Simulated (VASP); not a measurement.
A run of VASP 6.6.1 is set up as follows.

The input INCAR:

```
PREC     = Accurate       # precision mode
ENCUT    = 520            # plane-wave cutoff, eV
EDIFF    = 1E-7           # SCF threshold, eV
ISMEAR   = 0              # smearing method
SIGMA    = 0.15           # smearing width, eV
LREAL    = False          # projectors in reciprocal space
LASPH    = True           # aspherical terms in the spheres
NELM     = 60             # most SCF steps
ALGO     = Normal         # electronic algorithm
ISIF     = 2              # what is computed and relaxed
LWAVE    = False          # write WAVECAR
LCHARG   = False          # write CHGCAR
GGA      = PS             # functional
NBANDS   = 17             # bands
```

File KPOINTS:

```
Automatic mesh
0
Gamma
  14 14 14
```

File POSCAR:

```
PbS
1.0
    3.6536590000      0.0000000000      0.0000000000
    0.0000000000      3.6536590000      0.0000000000
    0.0000000000      0.0000000000      3.9733541625
Pb S
1 1
Direct
    0.0000000000      0.0000000000      0.0000000000
    0.5000000000      0.5000000000      0.5000000000
```

Potentials or basis: VASP PAW PBE potentials, release 64 (Pb_d, S).

The run is started by

```bash
$ cat potpaw_PBE.64/Pb_d/POTCAR potpaw_PBE.64/S/POTCAR > POTCAR
$ mpirun -np 1 vasp_std > vasp.out
```

Q: What does it give for the pressure?

A: -6.8 GPa.

Q: What does it give for the band gap on the k mesh?

A: Zero (bands 10 and 11 overlap by 0.57 eV).

Stress tensor (GPa, compression positive):
```
 -4.72   0.00   0.00
  0.00  -4.72   0.00
  0.00   0.00 -10.89
```

Caveat: the cell differs from its parent crystal (strain +0.0875 x Voigt [0, 0, 1, 0, 0, 0]); the stress differs along the axes, from -11 to -5 GPa; semilocal functionals underestimate gaps, and a narrow one can read as zero; the PAW data sets were made with another functional, which shifts forces and pressure a little; spin-orbit coupling is left out, which moves the levels of the heavy elements.
